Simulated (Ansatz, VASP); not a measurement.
## Zr: VASP beside Ansatz

Contents of INCAR:

```
SYSTEM = Zr
PREC     = Accurate       ! precision mode
ENCUT    = 520            ! plane-wave cutoff, eV
EDIFF    = 1E-7           ! SCF threshold, eV
ISMEAR   = -1             ! smearing method
SIGMA    = 0.08           ! smearing width, eV
LREAL    = .FALSE.        ! projectors in reciprocal space
LASPH    = .TRUE.         ! aspherical terms in the spheres
NELM     = 60             ! most SCF steps
ALGO     = Normal         ! electronic algorithm
ISIF     = 2              ! what is computed and relaxed
LWAVE    = .FALSE.        ! write WAVECAR
LCHARG   = .FALSE.        ! write CHGCAR
GGA      = PS             ! functional
NBANDS   = 12             ! bands
```

Contents of KPOINTS:

```
regular mesh
0
G
  14 14 14
  0 0 0
```

Contents of POSCAR:

```
Zr
1.0
   -1.8100000000      1.8100000000      1.8643000000
    1.8100000000     -1.8100000000      1.8643000000
    1.8100000000      1.8100000000     -1.8643000000
Zr
1
Direct
    0.0000000000      0.0000000000      0.0000000000
```

Input for Ansatz:

```yaml
crystal:
  lattice:
    - [-1.81, 1.81, 1.8643]
    - [1.81, -1.81, 1.8643]
    - [1.81, 1.81, -1.8643]
  atoms:
    - { symbol: Zr, position: [0.0, 0.0, 0.0] }
kpoints:
  mp_grid: { grid: [14, 14, 14] }
  band_path:
    path:
      - [0.0, 0.0, 0.0]
      - [0.0, 0.0, 0.5]
      - [0.25, 0.25, 0.25]
      - [0.0, 0.5, 0.0]
      - [0.0, 0.0, 0.0]
      - [0.5, 0.5, -0.5]
      - [0.4856489773, 0.5143510227, -0.4856489773]
      - [-0.4856489773, 0.4856489773, 0.4856489773]
      - [0.0, 0.0, 0.0]
    npoints: 5
scf:
  occupations: { method: fermi_dirac, width: 0.08 }
hamiltonian:
  xc: pbesol
  pseudopotentials: { kind: all_electron, lapw: { basis_error: 0.0005 } }
output:
  forces: true
  stress: true
  eigenvalues: true
```

Change from the starting cell: zz strain of +3 %.

Alike in both runs: task single point; functional PBEsol; k mesh 14 × 14 × 14; occupations fermi-dirac, width 0.08 eV; no spin polarisation.

|  | VASP | Ansatz |
| --- | --- | --- |
| version | VASP 6.6.1 | Ansatz 0.2.0 |
| potentials or method | VASP PAW PBE potentials, release 64 (Zr_sv), cutoff 520 eV | all-electron LAPW, scalar-relativistic |

|  | VASP | Ansatz | Ansatz less VASP |
| --- | --- | --- | --- |
| pressure (GPa) | -8.6 | -8.6 | -0.04 |
| traceless stress, the component that is largest in VASP (GPa) | 0.25 | 0.25 | -0.001 |

VASP's potentials were made for PBE, not for PBEsol. Ansatz ran all-electron here, and VASP with PAW potentials.
